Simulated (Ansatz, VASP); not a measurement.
CsRe in VASP and in Ansatz

```
Cs Re
1.0
     0.00000    3.12704    3.12704
     3.12704    0.00000    3.12704
     3.12704    3.12704    0.00000
Cs Re
1 1
Direct
  0.25000 0.25000 0.25000
  0.50000 0.50000 0.50000
```

Change from the starting cell: species swapped into the ZnTe type (F-43m, No. 216).

Alike in both runs: functional PBE; k mesh 16 × 16 × 16; occupations gaussian, width 0.1 eV; no spin polarisation.

Ansatz relaxed the structure, and its values are those at the end. VASP's run is a single point on that final structure, the one shown.

|  | VASP | Ansatz |
| --- | --- | --- |
| version | VASP 6.6.1 | Ansatz 0.2.0 |
| potentials or method | VASP PAW PBE potentials, release 64 (Cs_sv, Re), cutoff 600 eV | scalar-relativistic, plane waves, PAW |
| valence electrons in the cell | 16 | 24 |

Ansatz gave:

```
gap on the k mesh at the Fermi level (eV) : none
pressure (GPa)                            : 0.0
```

Q: Which values does VASP return?

A: gap on the k mesh at the Fermi level (eV): none; pressure (GPa): 2.5.

A gap of «none» marks a metal or a gap that the smearing closes. With one functional, cell and mesh, what is left measures potentials, basis and numerics. VASP's potentials hold 16 valence electrons a cell and Ansatz's 24, so a difference there can come from the potentials and not from the codes.

Spin-orbit coupling is off throughout.
